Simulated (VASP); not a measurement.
# CoH (Fm-3m) in VASP: a series of runs, part 3 of 3

VASP 6.6.1. The steps go on from the part before.

## Step 6: Relaxation of cell and atoms, LDA, collinear spin, ferromagnetic start, target pressure 45 GPa, at which the enthalpy is minimised

This run uses another cell than the first one, of 6.28 Å³/atom, 1.066 times its volume.

The input, INCAR:

```
SYSTEM = CoH
  ALGO = Normal
  EDIFF = 1E-7
  EDIFFG = -0.02
  ENCUT = 600
  GGA = CA
  IBRION = 2
  ISIF = 3
  ISMEAR = -1
  ISPIN = 2
  LASPH = .TRUE.
  LCHARG = .FALSE.
  LMAXMIX = 4
  LORBIT = 11
  LREAL = .FALSE.
  LWAVE = .FALSE.
  MAGMOM = 2.5 0
  NELM = 150
  NSW = 60
  PREC = Accurate
  PSTRESS = 450.0
  SIGMA = 0.1
```

The input, KPOINTS:

```
k-points
0
G
  10 10 10
  0 0 0
```

The input, POSCAR:

```
CoH
1.0
    0.0000000000      1.8450000000      1.8450000000
    1.8450000000      0.0000000000      1.8450000000
    1.8450000000      1.8450000000      0.0000000000
Co H
1 1
Direct
    0.0000000000      0.0000000000      0.0000000000
    0.5000000000      0.5000000000      0.5000000000
```

Potentials or basis: VASP PAW LDA potentials, release 64 (Co, H).

The run is started by

```
> cat potpaw_LDA.64/Co/POTCAR potpaw_LDA.64/H/POTCAR > POTCAR
> mpirun -np 1 vasp_std > vasp.out
```

OUTCAR:

```text
SYSTEM = CoH
   EDIFF = 1E-7
   EDIFFG = -0.02
   ENCUT = 600
   GGA = CA
   IBRION = 2
   ISIF = 3
   ISMEAR = -1
   ISPIN = 2
   LASPH = .TRUE.
   LORBIT = 11
   LREAL = .FALSE.
   NELM = 150
   NSW = 60
   PREC = Accurate
   PSTRESS = 450.0

 ion  position               nearest neighbor table
   1  0.000  0.000  0.000-   2 1.84   2 1.84   2 1.84   2 1.84   2 1.84   2 1.84
   2  0.500  0.500  0.500-   1 1.84   1 1.84   1 1.84   1 1.84   1 1.84   1 1.84

  LATTYP: Found a face centered cubic cell.
 ALAT       =     3.6900000000

  Lattice vectors:

 A1 = (   0.0000000000,   1.8450000000,   1.8450000000)
 A2 = (   1.8450000000,   0.0000000000,   1.8450000000)
 A3 = (   1.8450000000,   1.8450000000,   0.0000000000)

Analysis of symmetry for initial positions (statically):
=====================================================================
 Subroutine PRICEL returns:
 Original cell was already a primitive cell.

 Routine SETGRP: Setting up the symmetry group for a
 face centered cubic supercell.

 Subroutine GETGRP returns: Found 48 space group operations
 (whereof 48 operations were pure point group operations)
 out of a pool of 48 trial point group operations.

The static configuration has the point symmetry O_h .

Analysis of symmetry for dynamics (positions and initial velocities):
=====================================================================
 Subroutine PRICEL returns:
 Original cell was already a primitive cell.

 Routine SETGRP: Setting up the symmetry group for a
 face centered cubic supercell.

 Subroutine GETGRP returns: Found 48 space group operations
 (whereof 48 operations were pure point group operations)
 out of a pool of 48 trial point group operations.

The dynamic configuration has the point symmetry O_h .

Analysis of structural, dynamic, and magnetic symmetry:
=====================================================================
 Subroutine PRICEL returns:
 Original cell was already a primitive cell.

 Routine SETGRP: Setting up the symmetry group for a
 face centered cubic supercell.

 Subroutine GETGRP returns: Found 48 space group operations
 (whereof 48 operations were pure point group operations)
[... 126 lines left out ...]
   LORBIT       =     11    0 simple, 1 ext, 2 COOP (PROOUT), +10 PAW based schemes
   GGA     = CA    functional components
   LHFCALC =     F    Hartree Fock is set to
   AEXX    =    0.0000 exact exchange contribution
   IVDW    =     0    specifies the selected vdW correction
   LEPSILON=     F    determine dielectric tensor
   LRPA    =     F    only Hartree local field effects (RPA)
 conjugate gradient relaxation of ions
 spin polarized calculation
  energy-cutoff  :      600.00
  volume of cell :       12.56
 maximum number of plane-waves:       444
 NGX is ok and might be reduce to    24
   NGX = 11   NGY = 11   NGZ = 11

--------------------------------------- Ionic step        1  -------------------------------------------

 number of electron      10.0000000 magnetization       1.0264416

 Free energy of the ion-electron system (eV)
  ---------------------------------------------------
  ext. energy  EPLUGINS =         0.00000000
  ---------------------------------------------------
  free energy    TOTEN  =       -11.81759640 eV

  energy without entropy =      -11.76923970  energy(sigma->0) =      -11.79341805

 E-fermi :   9.9202     XC(G=0): -13.6825

 val. band max:        9.9008261107   @ k =   0.3000   0.3000   0.0000
 cond. band min:       9.9653967637   @ k =  -0.2000   0.3000   0.1000
 fundamental gap:      0.0645706530
 Fermi energy:         9.9202144211

 spin component 1

 k-point     1 :       0.0000    0.0000    0.0000
  band No.  band energies     occupation
      1      -2.4452      1.00000
      2       7.4629      1.00000
      3       7.4629      1.00000
      4       7.4629      1.00000
      5       8.4891      1.00000
      6       8.4891      1.00000
      7      24.9999      0.00000
      8      30.5670      0.00000
      9      31.0364      0.00000
     10      31.0364      0.00000
[... 728 lines left out ...]
--------------------------------------- Ionic step        4  -------------------------------------------

 number of electron      10.0000001 magnetization       0.8418035

 Free energy of the ion-electron system (eV)
  ---------------------------------------------------
  ext. energy  EPLUGINS =         0.00000000
  ---------------------------------------------------
  free energy    TOTEN  =       -11.68438103 eV

  energy without entropy =      -11.64462869  energy(sigma->0) =      -11.66450486

 E-fermi :  12.9444     XC(G=0): -14.7915

 val. band max:       12.9279992871   @ k =   0.4000   0.1000   0.0000
 cond. band min:      12.9464925481   @ k =   0.5000   0.2000   0.1000
 fundamental gap:      0.0184932610
 Fermi energy:        12.9444030398

 spin component 1

 k-point     1 :       0.0000    0.0000    0.0000
  band No.  band energies     occupation
      1      -1.1927      1.00000
      2      10.0410      1.00000
      3      10.0410      1.00000
      4      10.0410      1.00000
      5      11.4215      1.00000
      6      11.4215      1.00000
      7      30.4227      0.00000
      8      34.8490      0.00000
      9      36.3597      0.00000
     10      36.3597      0.00000
[... 648 lines left out ...]
  energy  without entropy=      -11.6446286933  energy(sigma->0) =      -11.66450486

  enthalpy is  TOTEN    =        -8.7713747579 eV   P V=        2.9130062676

 reached required accuracy - stopping structural energy minimisation

 total charge

# of ion       s       p       d       tot
------------------------------------------
    1        0.486   0.728   7.646   8.860
    2        0.544   0.062   0.000   0.607
--------------------------------------------------
tot          1.030   0.791   7.646   9.466

 magnetization (x)

# of ion       s       p       d       tot
------------------------------------------
    1       -0.005  -0.014   0.864   0.845
    2       -0.006  -0.002   0.000  -0.008
--------------------------------------------------
tot         -0.012  -0.016   0.864   0.837
```

OSZICAR:

```text
N       E                     dE             d eps       ncg     rms          rms(c)
DAV:   1     0.281903796862E+02    0.28190E+02   -0.50589E+03  1904   0.133E+03
[... 38 lines left out ...]
DAV:   1    -0.116862322557E+02    0.10536E-01   -0.36271E-02  2056   0.343E+00    0.388E-01
DAV:   2    -0.116847279385E+02    0.15043E-02   -0.17456E-02  2076   0.214E+00    0.129E-01
DAV:   3    -0.116844458421E+02    0.28210E-03   -0.16362E-03  2060   0.691E-01    0.821E-02
DAV:   4    -0.116843993467E+02    0.46495E-04   -0.17736E-05  2426   0.418E-02    0.370E-02
DAV:   5    -0.116843808802E+02    0.18467E-04   -0.19747E-05  2718   0.381E-02    0.443E-03
DAV:   6    -0.116843810102E+02   -0.13007E-06   -0.18321E-07  1672   0.529E-03    0.163E-03
DAV:   7    -0.116843810255E+02   -0.15252E-07   -0.24464E-08   970   0.257E-03
   4 F= -.87713748E+01 E0= -.87514986E+01  d E =-.481717E+00  mag=     0.8418
```

CONTCAR:

```text
CoH
   1.00000000000000
    -0.0000000000000000    1.7308914420430983    1.7308914420430983
     1.7308914420430983    0.0000000000000000    1.7308914420430983
     1.7308914420430983    1.7308914420430983    0.0000000000000000
  Co              H
     1     1
Direct
     1.0000000000000000    1.0000000000000000    0.0000000000000000
     0.5000000000000000    0.5000000000000000    0.5000000000000000

  0.00000000E+00  0.00000000E+00  0.00000000E+00
  0.00000000E+00  0.00000000E+00  0.00000000E+00
```

Wall time 35 s (1 thread of Intel Xeon Platinum 8488C (Sapphire Rapids), shared host); peak memory 0.16 GiB.

Results:

- Free energy: -11.6844 eV
- Relaxed volume: 5.19 Å³/atom
- Relaxed cell: a = 2.448 Å, b = 2.448 Å, c = 2.448 Å, α = 60.00°, β = 60.00°, γ = 60.00°
- Space group after relaxing (to 0.05 Å): Fm-3m (No. 225)
- Energy change on relaxing (the enthalpy is what falls): +66.6 meV/atom
- Ionic steps: 4
- Pressure after relaxing: 44.5 GPa
- Net moment: 0.84 μB per cell
- Site moments: Co +0.84; H -0.01 μB
- Valence electrons inside the program's atomic spheres: Co 8.86; H 0.61

The path:
| step | energy change (eV) | largest force (eV/Å) | pressure (GPa) | volume (Å³) |
| --- | --- | --- | --- | --- |
| 1 | 0.0000 | 0.0000 | -14.67 | 12.56 |
| 2 | 1.0445 | 0.0000 | 151.91 | 8.77 |
| 3 | 0.1208 | 0.0000 | 42.58 | 10.42 |
| 4 | 0.1332 | 0.0000 | 44.54 | 10.37 |

Final structure:
```
CELL_PARAMETERS angstrom
0.00000 1.73089 1.73089
1.73089 0.00000 1.73089
1.73089 1.73089 0.00000
ATOMIC_POSITIONS crystal
Co 0.00000 0.00000 0.00000
H 0.50000 0.50000 0.50000
```

Levels at points of the mesh, in eV from the Fermi level:
Spin up:
```tsv
k point	band 2	band 3	band 4	band 5	band 6	band 7	band 8	band 9	band 10
(0.00, 0.00, 0.00)	-2.90	-2.90	-2.90	-1.52	-1.52	17.48	21.90	23.42	23.42
(0.50, 0.00, 0.00)	-6.44	-3.19	-3.19	-0.52	-0.52	5.43	13.91	23.86	23.86
(0.50, 0.50, 0.00)	-5.28	-0.56	-0.23	-0.23	0.40	5.33	12.40	12.40	18.32
```
Spin down:
| k point | band 1 | band 2 | band 3 | band 4 | band 5 | band 6 | band 7 | band 8 | band 9 |
| --- | --- | --- | --- | --- | --- | --- | --- | --- | --- |
| (0.00, 0.00, 0.00) | -14.07 | -2.09 | -2.09 | -2.09 | -0.77 | -0.77 | 17.49 | 21.94 | 23.49 |
| (0.50, 0.00, 0.00) | -7.24 | -5.99 | -2.49 | -2.49 | 0.37 | 0.37 | 6.05 | 13.95 | 24.05 |
| (0.50, 0.50, 0.00) | -9.50 | -4.62 | 0.23 | 0.52 | 0.73 | 0.73 | 5.92 | 12.52 | 12.52 |

Caveat: the cell is relaxed towards a set pressure, so the enthalpy falls and the energy may rise; the volume moved by over 15 % at a fixed basis, so the end points are rough.

## Step 7: Summary

| task | cell | cutoff (eV) | gap on the mesh (eV) | pressure (GPa) | moment (μB) |
| --- | --- | --- | --- | --- | --- |
| single point | a = 2.554 Å, angles 60.0°, 2 atoms | 520 | none | -0.5 | 0.94 |
| relaxation of cell and atoms | relaxed from a = 2.609 Å, angles 60.0°, 2 atoms | 600 | none | 0.0 | 0.94 |
| relaxation of cell and atoms | relaxed to 15 GPa from a = 2.609 Å, angles 60.0°, 2 atoms | 600 | none | 14.9 | 0.89 |
| relaxation of cell and atoms | relaxed to 30 GPa from a = 2.609 Å, angles 60.0°, 2 atoms | 600 | none | 30.5 | 0.86 |
| relaxation of cell and atoms | relaxed to 45 GPa from a = 2.609 Å, angles 60.0°, 2 atoms | 600 | none | 44.5 | 0.84 |

Alike in all rows: level LDA; potentials or basis VASP PAW LDA potentials, release 64 (Co, H); spin collinear, ferromagnetic start; k mesh 10 × 10 × 10; smearing fermi-dirac 0.1 eV.

Caveats: the cell is relaxed towards a set pressure, so the enthalpy falls and the energy may rise (some runs); the volume moved by over 15 % at a fixed basis, so the end points are rough (some runs).

Absolute energies hang on the potentials; compare differences alone.
